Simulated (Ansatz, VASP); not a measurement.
## KI in VASP and in Ansatz

The input INCAR:

```
SYSTEM = KI
PREC = Accurate ; ENCUT = 520
EDIFF = 1E-6 ; ISMEAR = 0
SIGMA = 0.05 ; LREAL = .FALSE.
LASPH = .TRUE. ; NELM = 80
ALGO = Normal ; ISIF = 2
LWAVE = .FALSE. ; LCHARG = .FALSE.
GGA = PS ; NBANDS = 15
```

File KPOINTS:

```
regular mesh
0
G
  6 6 6
  0 0 0
```

The input POSCAR:

```
KI
1.0
    0.0000000000      3.8065140000      3.6655320000
    3.8065140000      0.0000000000      3.6655320000
    3.8065140000      3.8065140000      0.0000000000
K I
1 1
Direct
    0.0000000000      0.0000000000      0.0000000000
    0.5000000000      0.5000000000      0.5000000000
```

Input for Ansatz:

```yaml
crystal:
  lattice:
    - [0.0, 3.806514, 3.665532]
    - [3.806514, 0.0, 3.665532]
    - [3.806514, 3.806514, 0.0]
  atoms:
    - { symbol: K, position: [0.0, 0.0, 0.0] }
    - { symbol: I, position: [0.5, 0.5, 0.5] }
basis:
  ecutwfc: 420
kpoints:
  mp_grid: { grid: [6, 6, 6] }
hamiltonian:
  xc: pbesol
scf:
  occupations: { method: gaussian, width: 0.05 }
output:
  forces: true
  stress: true
  eigenvalues: true
```

Change from the starting cell: strain +0.080 along x and y, +0.040 along z, atoms carried along.

Alike in both runs: task single point; functional PBEsol; k mesh 6 × 6 × 6; occupations gaussian, width 0.05 eV; no spin polarisation.

|  | VASP | Ansatz |
| --- | --- | --- |
| version | VASP 6.6.1 | Ansatz 0.2.0 |
| potentials or method | VASP PAW PBE potentials, release 64 (K_sv, I), cutoff 520 eV | scalar-relativistic, plane waves, PAW |
| valence electrons in the cell | 16 | 26 |

|  | VASP | Ansatz | Ansatz less VASP |
| --- | --- | --- | --- |
| gap on the k mesh at the Fermi level (eV) | 3.47 | 3.48 | +0.003 |
| least direct gap on the mesh (eV) | 3.47 | 3.48 | +0.003 |
| pressure (GPa) | -1.5 | -1.5 | -0.02 |
| traceless stress, the component that is largest in VASP (GPa) | 0.16 | 0.16 | -0.005 |

VASP's potentials were made for PBE, not for PBEsol. VASP's potentials hold 16 valence electrons a cell and Ansatz's 26, so a difference there can come from the potentials and not from the codes.

Neither program's run includes spin-orbit coupling.
